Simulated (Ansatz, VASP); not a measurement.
Ge3Te2S: VASP beside Ansatz

```
Ge Te S
1.0
     3.37872    1.95070    3.70127
    -3.37872    1.95070    3.70127
     0.00000   -3.90141    3.70127
Ge Te S
3 2 1
Direct
  0.00000 0.00000 0.50000
  0.50000 0.00000 0.00000
  0.00000 0.50000 0.00000
  0.36356 0.36356 0.36356
  0.63644 0.63644 0.63644
  0.00000 0.00000 0.00000
```

Alike in both runs: functional PBE; k mesh 3 × 3 × 3; occupations gaussian, width 0.1 eV; no spin polarisation.

Ansatz relaxed the structure, and its values are those at the end. VASP's run is a single point on that final structure, the one shown.

```csv
,VASP,Ansatz
version,VASP 6.6.1,Ansatz 0.2.0
potentials or method,"VASP PAW PBE potentials, release 64 (Ge_d, Te, S), cutoff 520 eV","scalar-relativistic, plane waves, PAW"
valence electrons in the cell,60,80
```

Ansatz gave:

* gap on the k mesh at the Fermi level (eV): none
* pressure (GPa): 0.0
* rms of the force components (eV/Å): 0.009

Which values does VASP return?

gap on the k mesh at the Fermi level (eV): none; pressure (GPa): 0.0; rms of the force components (eV/Å): 0.015.

A gap of «none» marks a metal or a gap that the smearing closes. VASP's potentials hold 60 valence electrons a cell and Ansatz's 80, so a difference there can come from the potentials and not from the codes.

The k mesh is coarse, so the values compare programs but aren't converged. Spin-orbit coupling is off throughout.
